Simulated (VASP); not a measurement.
Runs of VASP 6.6.1 on HfN. The structure is that of space group F-43m (No. 216), or close to it. The cells are those of the table. 

| cell | gap on the mesh (eV) | pressure (GPa) |
| --- | --- | --- |
| a = 3.342, b = 3.342, c = 3.298 Å, angles 60.4, 60.4, 59.1°, 2 atoms | none | 29.0 |
| a = 3.298 Å, angles 60.0°, 2 atoms | none | (a) |
| a = 3.342, b = 3.342, c = 3.385 Å, angles 59.6, 59.6, 60.9°, 2 atoms | none | 21.0 |
| a = 3.386, b = 3.386, c = 3.298 Å, angles 60.9, 60.9, 58.3°, 2 atoms | none | 21.1 |

Alike in all rows: task single point; level r2SCAN; potentials or basis VASP PAW PBE potentials, release 64 (Hf_pv, N); no spin polarisation; k mesh 16 × 16 × 16; cutoff (eV) 520; smearing gaussian 0.15 eV.

Q: Fill in the values left out.

A: (a) 37.9.

Caveats: the PAW data sets were made with another functional, which shifts forces and pressure a little; spin-orbit coupling is left out, which moves the levels of the heavy elements.

A k mesh can miss the band edges, and the runs leave out spin-orbit coupling on Hf.

A gap of «none» marks levels without a gap at the run's occupations.
